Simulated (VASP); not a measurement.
Set up this calculation in VASP 6.6.1, as the native input.

| Item | Value |
| --- | --- |
| Task | single point |
| Functional | PBE |
| Potentials or basis | VASP PAW PBE potentials, release 64 (Cd, Se) |
| Cutoff | 520 eV |
| k mesh | 7 × 7 × 4 |
| Occupations | gaussian, width 0.05 eV |
| Spin | no spin polarisation |
| Dipole correction | no |
| Further INCAR settings | ALGO = Normal; EDIFF = 1e-06; NBANDS = 26 |

The structure of CdSe lies in POSCAR:

```
CdSe
1.0
    4.3000000000      0.0000000000      0.0000000000
   -2.1500000000      3.7239092363      0.0000000000
    0.0000000000      0.0000000000      7.0200000000
Cd Se
2 2
Direct
    0.6666666667      0.3333333333      0.5000000000
    0.3333333333      0.6666666667      0.0000000000
    0.6666666667      0.3333333333      0.8850000000
    0.3333333333      0.6666666667      0.3850000000
```

One way to write it, as run:

INCAR

```
ALGO = Normal
EDIFF = 1E-6
ENCUT = 520
GGA = PE
ISIF = 2
ISMEAR = 0
LASPH = T
LCHARG = T
LELF = T
LREAL = F
LVHAR = T
LWAVE = F
NBANDS = 26
NELM = 100
PREC = Accurate
SIGMA = 0.05
```

KPOINTS

```
k-points
0
Gamma
  7 7 4
```

Potentials or basis: VASP PAW PBE potentials, release 64 (Cd, Se).

The run is started by

```bash
$ cat potpaw_PBE.64/Cd/POTCAR potpaw_PBE.64/Se/POTCAR > POTCAR
$ mpirun -np 1 vasp_std > vasp.out
```

Results of the run:

The pressure is 3.3 GPa, the largest force is 0.291 eV/Å and the band gap on the k mesh is 0.70 eV.

Caveat: the cell stands under pressure.

It took 92 s on 1 thread of AMD EPYC 7R13 (shared host), peak memory 0.22 GiB.
